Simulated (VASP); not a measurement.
Input of a VASP 6.6.1 run:

File INCAR:

```
PREC = Accurate
ENCUT = 520
EDIFF = 1E-6
ISMEAR = 0
SIGMA = 0.15
LREAL = False
LASPH = True
NELM = 80
ALGO = Fast
ISIF = 2
LWAVE = False
LCHARG = False
GGA = PS
NBANDS = 9
```

Contents of KPOINTS:

```
regular mesh
0
Gamma
  18 18 10
```

Contents of POSCAR:

```
Mg
1.0
    3.2092715325      0.0000000000      0.0000000000
   -1.6046357662      2.7793106748      0.0000000000
    0.0000000000      0.0000000000      5.2103300000
Mg
2
Direct
    0.2290708806      0.5903412539      0.2500000000
    0.6666666667      0.3333333333      0.7500000000
```

Potentials or basis: VASP PAW PBE potentials, release 64 (Mg).

Command:

```bash
$ cat potpaw_PBE.64/Mg/POTCAR > POTCAR
$ mpirun -np 1 vasp_std > vasp.out
```

(1) Predict the largest force.

(2) What does it give for the band gap on the k mesh?

Answers

(1) 0.239 eV/Å.

(2) zero (bands 2 and 3 overlap by 2.21 eV).

Caveat: the cell differs from its parent crystal (atom 1 (Mg) moved by (-0.300, +0.000) A along [1 1 0] and z); the PAW data sets were made with another functional, which shifts forces and pressure a little.
